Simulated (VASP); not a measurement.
# SrO (P6_3/mmc) in VASP: further runs, part 2 of 2

VASP 6.6.1. Earlier steps stand in the parts before.

**5. Single point, PBE**

This run uses another cell than the first one, of 17.19 Å³/atom, 1.064 times its volume.

INCAR

```
  PREC = Accurate
  ENCUT = 520
  EDIFF = 1E-7
  ISMEAR = 0
  SIGMA = 0.01
  LREAL = False
  LASPH = True
  NELM = 60
  ALGO = Normal
  ISIF = 2
  LWAVE = False
  LCHARG = False
  GGA = PE
  NBANDS = 24
```

KPOINTS

```
regular mesh
0
Gamma
  12 12 4
```

POSCAR

```
SrO
1.0
    3.5632380138      0.0000000000      0.0000000000
   -1.7816190069      3.0858546397      0.0000000000
    0.0000000000      0.0000000000      6.2551048216
Sr O
2 2
Direct
    0.0000000000      0.0000000000      0.0000000000
    0.0000000000      0.0000000000      0.5000000000
    0.3333333333      0.6666666667      0.2500000000
    0.6666666667      0.3333333333      0.7500000000
```

Potentials or basis: VASP PAW PBE potentials, release 64 (Sr_sv, O).

On the command line:

```bash
$ cat potpaw_PBE.64/Sr_sv/POTCAR potpaw_PBE.64/O/POTCAR > POTCAR
$ mpirun -np 1 vasp_std > vasp.out
```

OUTCAR:

```text
PREC = Accurate
   ENCUT = 520
   EDIFF = 1E-7
   ISMEAR = 0
   LREAL = False
   LASPH = True
   NELM = 60
   ISIF = 2
   GGA = PE

 ion  position               nearest neighbor table
   1  0.000  0.000  0.000-   3 2.58   4 2.58   4 2.58   3 2.58   4 2.58   3 2.58   2 3.13   2 3.13
                             2 4.74   2 4.74   2 4.74   2 4.74   2 4.74   2 4.74   2 4.74   2 4.74
   2  0.000  0.000  0.500-   3 2.58   4 2.58   4 2.58   3 2.58   4 2.58   3 2.58   1 3.13   1 3.13
                             1 4.74   1 4.74   1 4.74   1 4.74   1 4.74   1 4.74   1 4.74   1 4.74
   3  0.333  0.667  0.250-   1 2.58   2 2.58   1 2.58   2 2.58   1 2.58   2 2.58
   4  0.667  0.333  0.750-   1 2.58   2 2.58   1 2.58   2 2.58   1 2.58   2 2.58

  LATTYP: Found a hexagonal cell.
 ALAT       =     3.5632380138
 C/A-ratio  =     1.7554552341

  Lattice vectors:

 A1 = (   3.5632380138,   0.0000000000,   0.0000000000)
 A2 = (  -1.7816190069,   3.0858546397,   0.0000000000)
 A3 = (   0.0000000000,   0.0000000000,   6.2551048216)

Analysis of symmetry for initial positions (statically):
=====================================================================
 Subroutine PRICEL returns:
 Original cell was already a primitive cell.

 Routine SETGRP: Setting up the symmetry group for a
[... 171 lines left out ...]
  free energy    TOTEN  =       -23.48505634 eV

  energy without entropy =      -23.48505634  energy(sigma->0) =      -23.48505634

 E-fermi :   1.8651     XC(G=0):  -9.9623

 val. band max:        1.7124527613   @ k =   0.0000   0.0000   0.0000
 cond. band min:       5.1148504704   @ k =   0.0000   0.0000   0.0000
 fundamental gap:      3.4023977091
 Fermi energy:         1.8650978952

 k-point     1 :       0.0000    0.0000    0.0000
  band No.  band energies     occupation
      1     -31.1370      2.00000
      2     -30.9253      2.00000
      3     -15.3424      2.00000
      4     -13.4263      2.00000
      5     -12.7768      2.00000
      6     -12.7768      2.00000
[... 637 lines left out ...]
     23      10.9069      0.00000
     24      11.0897      0.00000

 [... further k-points ...]
[... 5 lines left out ...]
  --------------------------------------------------------------------------------------
  -------------------------------------------------------------------------------------
  Total        1.0058256      1.0058256      1.2800372      0.0000000      0.0000000      0.0000000
  in kB       23.4303288     23.4303288     29.8179854      0.0000000      0.0000000      0.0000000
  external PRESSURE =      25.5595477 kB  Pullay stress =       0.0000000 kB

 VOLUME and BASIS-vectors are now :
 -----------------------------------------------------------------------------
  energy-cutoff  :      520.00
  volume of cell :       68.78
      direct lattice vectors                 reciprocal lattice vectors
     3.563238014  0.000000000  0.000000000     0.280643616  0.162029667  0.000000000
    -1.781619007  3.085854640  0.000000000     0.000000000  0.324059334  0.000000000
     0.000000000  0.000000000  6.255104822     0.000000000  0.000000000  0.159869423

 POSITION                                       TOTAL-FORCE (eV/Angst)
 -----------------------------------------------------------------------------------
      0.00000      0.00000      0.00000         0.000000      0.000000     -0.000000
      0.00000      0.00000      3.12755         0.000000      0.000000     -0.000000
     -0.00000      2.05724      1.56378         0.000000     -0.000000     -0.000000
      1.78162      1.02862      4.69133        -0.000000      0.000000      0.000000
 -----------------------------------------------------------------------------------
    total drift:                                0.000000     -0.000000      0.000000

  FREE ENERGIE OF THE ION-ELECTRON SYSTEM (eV)
  ---------------------------------------------------
  free  energy   TOTEN  =       -23.4850563380 eV

  energy  without entropy=      -23.4850563380  energy(sigma->0) =      -23.48505634
```

stdout:

```text
POSCAR found type information on POSCAR SrO
 POSCAR found :  2 types and       4 ions
 scaLAPACK will be used
 LDA part: xc-table for (Slater+PW92), standard interpolation
 POSCAR, INCAR and KPOINTS ok, starting setup
 FFT: planning ... GRIDC
 FFT: planning ... GRID_SOFT
 FFT: planning ... GRID
 WAVECAR not read
 entering main loop
```

Run time: 73 s. Hardware: 1 thread of Intel Xeon Platinum 8488C (Sapphire Rapids), shared host; peak memory 0.23 GiB.

What came out:

```
Free energy            : -23.4851 eV
Pressure               : 2.6 GPa
Band gap on the k mesh : 3.40 eV, direct
```

A k mesh can miss the band edges. Expect the measured gap to be larger: semilocal functionals such as PBE lack the derivative discontinuity.

**6. The runs side by side**

| level | cell | k mesh | gap on the mesh (eV) | pressure (GPa) |
| --- | --- | --- | --- | --- |
| r2SCAN | a = 3.490, b = 3.490, c = 6.127 Å, angles 90.0, 90.0, 120.0°, 4 atoms | 9 × 9 × 4 | 4.01 | 7.2 |
| r2SCAN | a = 3.527, b = 3.527, c = 6.192 Å, angles 90.0, 90.0, 120.0°, 4 atoms | 9 × 9 × 4 | 4.00 | 3.6 |
| r2SCAN | a = 3.563, b = 3.563, c = 6.255 Å, angles 90.0, 90.0, 120.0°, 4 atoms | 9 × 9 × 4 | 3.94 | 0.6 |
| PBE | a = 3.563, b = 3.563, c = 6.255 Å, angles 90.0, 90.0, 120.0°, 4 atoms | 12 × 12 × 4 | 3.40 | 2.6 |

Alike in all rows: task single point; potentials or basis VASP PAW PBE potentials, release 64 (Sr_sv, O); no spin polarisation; cutoff (eV) 520; smearing gaussian 0.01 eV.

Caveats: the PAW data sets were made with another functional, which shifts forces and pressure a little (some runs).

Total energies depend on the potentials used, so only differences within one code and one set of settings carry meaning.
